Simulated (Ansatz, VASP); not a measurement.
Two plane-wave programs on MgO

```xyz
4
Lattice="3.2817 0.0000 0.0000 -1.6409 2.8421 0.0000 0.0000 0.0000 5.0861" Properties=species:S:1:pos:R:3 pbc="T T T"
Mg    0.0000    1.8947   -0.2215
Mg    1.6409    0.9474    2.3215
O     0.0000    1.8947    2.0392
O     1.6409    0.9474    4.5822
```

Alike in both runs: task single point; functional PBEsol; k mesh 9 × 9 × 6; occupations gaussian, width 0.05 eV; no spin polarisation.

|  | VASP | Ansatz |
| --- | --- | --- |
| version | VASP 6.6.1 | Ansatz 0.2.0 |
| potentials or method | VASP PAW PBE potentials, release 64 (Mg, O), cutoff 520 eV | scalar-relativistic, plane waves, PAW |
| valence electrons in the cell | 16 | 32 |

```tsv
	VASP	Ansatz	Ansatz less VASP
gap on the k mesh at the Fermi level (eV)	3.03	3.03	+0.007
least direct gap on the mesh (eV)	3.03	3.03	+0.007
pressure (GPa)	1.9	2.1	+0.21
traceless stress, the component that is largest in VASP (GPa)	-12.54	-12.40	+0.145
rms of the force components (eV/Å)	0.395	0.389	-0.0056
```

VASP's potentials were made for PBE, not for PBEsol, and Ansatz warns of the same on its side. Atom by atom the forces differ by 0.006 eV/Å (rms over components). The functional is the same, so the differences come from potentials, cutoffs and numerics. VASP's potentials hold 16 valence electrons a cell and Ansatz's 32, so a difference there can come from the potentials and not from the codes.
